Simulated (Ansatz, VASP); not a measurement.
CdS: VASP beside Ansatz

Contents of POSCAR:

```
CdS
1.0
    3.9280592432      0.0000000000      0.0000000000
   -1.9640296216      3.4017990922      0.0000000000
    0.0000000000      0.0000000000      6.7490000000
Cd S
2 2
Direct
    0.3333333333      0.6666666667      0.0000000000
    0.6666666667      0.3333333333      0.5000000000
    0.3333333333      0.6666666667      0.3850000000
    0.6666666667      0.3333333333      0.8850000000
```

Contents of INCAR.step1:

```
  PREC = Accurate
  ENCUT = 520
  ISMEAR = 0
  SIGMA = 0.05
  LREAL = F
  LASPH = T
  NELM = 80
  NBANDS = 26
  GGA = PE
  ALGO = Normal
  EDIFF = 1E-4
  LWAVE = T
  LCHARG = F
```

INCAR.step2

```
  PREC = Accurate
  ENCUT = 520
  EDIFF = 1E-6
  ISMEAR = 0
  SIGMA = 0.05
  LREAL = F
  LASPH = T
  NELM = 80
  ALGO = Normal
  ISIF = 2
  LWAVE = F
  LCHARG = T
  METAGGA = R2SCAN
  LMIXTAU = T
  LELF = T
  LVHAR = T
  NBANDS = 26
  ISTART = 1
```

Contents of KPOINTS:

```
Automatic mesh
0
Gamma
  12 12 4
```

Input for Ansatz:

```yaml
crystal:
  lattice:
    - [3.9280592432, 0.0, 0.0]
    - [-1.9640296216, 3.4017990922, 0.0]
    - [0.0, 0.0, 6.749]
  atoms:
    - { symbol: Cd, position: [0.3333333333, 0.6666666667, 0.0] }
    - { symbol: Cd, position: [0.6666666667, 0.3333333333, 0.5] }
    - { symbol: S, position: [0.3333333333, 0.6666666667, 0.385] }
    - { symbol: S, position: [0.6666666667, 0.3333333333, 0.885] }
basis:
  ecutwfc: 500
kpoints:
  mp_grid: { grid: [12, 12, 4] }
hamiltonian:
  xc: r2scan
scf:
  occupations: { method: gaussian, width: 0.05 }
output:
  forces: true
  stress: true
  eigenvalues: true
```

Change from the starting cell: strain -0.0500 x Voigt [1, 1, 0, 0, 0, 0], atoms carried along.

Alike in both runs: task single point; functional r2SCAN; k mesh 12 × 12 × 4; occupations gaussian, width 0.05 eV; no spin polarisation.

|  | VASP | Ansatz |
| --- | --- | --- |
| version | VASP 6.6.1 | Ansatz 0.2.0 |
| potentials or method | VASP PAW PBE potentials, release 64 (Cd, S), cutoff 520 eV | scalar-relativistic, plane waves, PAW |
| valence electrons in the cell | 36 | 52 |

Ansatz gave:

```
gap on the k mesh at the Fermi level (eV)                     : 1.80
least direct gap on the mesh (eV)                             : 1.80
pressure (GPa)                                                : 10.4
traceless stress, the component that is largest in VASP (GPa) : -7.37
rms of the force components (eV/Å)                            : 0.508
```

Question: What did VASP give for the same quantities?

Answer: gap on the k mesh at the Fermi level (eV): 1.80; least direct gap on the mesh (eV): 1.80; pressure (GPa): 10.9; traceless stress, the component that is largest in VASP (GPa): -7.53; rms of the force components (eV/Å): 0.522.

VASP's potentials were made for PBE, not for r2SCAN. Atom by atom the forces differ by 0.014 eV/Å (rms over components). The functional is the same, so the differences come from potentials, cutoffs and numerics. VASP's potentials hold 36 valence electrons a cell and Ansatz's 52, so a difference there can come from the potentials and not from the codes.
